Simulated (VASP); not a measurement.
Set up this calculation in VASP 6.6.1, as the native input.

| Item | Value |
| --- | --- |
| Task | electric field gradients |
| Functional | LDA |
| Potentials or basis | VASP PAW LDA potentials, release 64 (La, P) |
| Cutoff | 520 eV |
| k mesh | 10 × 10 × 10 |
| Occupations | fermi-dirac, width 0.03 eV |
| Spin | no spin polarisation |
| Dipole correction | no |
| Further INCAR settings | ALGO = Normal; EDIFF = 1e-08; NBANDS = 15 |

The structure of LaP lies in POSCAR:

```
LaP
1.0
    0.0000000000      2.9922812700      2.9922812700
    2.9922812700      0.0000000000      2.9922812700
    2.9922812700      2.9922812700      0.0000000000
La P
1 1
Direct
    0.0000000000      0.0000000000      0.0000000000
    0.5000000000      0.5000000000      0.5000000000
```

This cell differs from its parent crystal: volume scaled by 0.98.

These files were run (other wordings do the same):

INCAR

```
SYSTEM = LaP
ALGO = Normal
EDIFF = 1E-8
ENCUT = 520
GGA = CA
ISIF = 2
ISMEAR = -1
LASPH = .True.
LCHARG = .False.
LEFG = .True.
LREAL = .False.
LWAVE = .False.
NBANDS = 15
NELM = 60
PREC = Accurate
SIGMA = 0.03
```

KPOINTS

```
k-points
0
Gamma
  10 10 10
  0 0 0
```

Potentials or basis: VASP PAW LDA potentials, release 64 (La, P).

Run with:

```console
$ cat potpaw_LDA.64/La/POTCAR potpaw_LDA.64/P/POTCAR > POTCAR
$ mpirun -np 1 vasp_std > vasp.out
```

It gave:

| Property | Result |
| --- | --- |
| Pressure | -1.8 GPa |
| Band gap on the k mesh | zero (band 8 reaches 6.58 eV, above the bottom of band 9 at 6.40 eV) |

Caveat: without QUAD_EFG the Cq values of the log hold for a quadrupole moment of 1 mb, not for the nuclei; spin-orbit coupling is left out, which moves the levels of the heavy elements.

It took 22 s on 1 thread of AMD EPYC 9R45 96-Core Processor (Zen 5), on a shared host, peak memory 0.16 GiB.
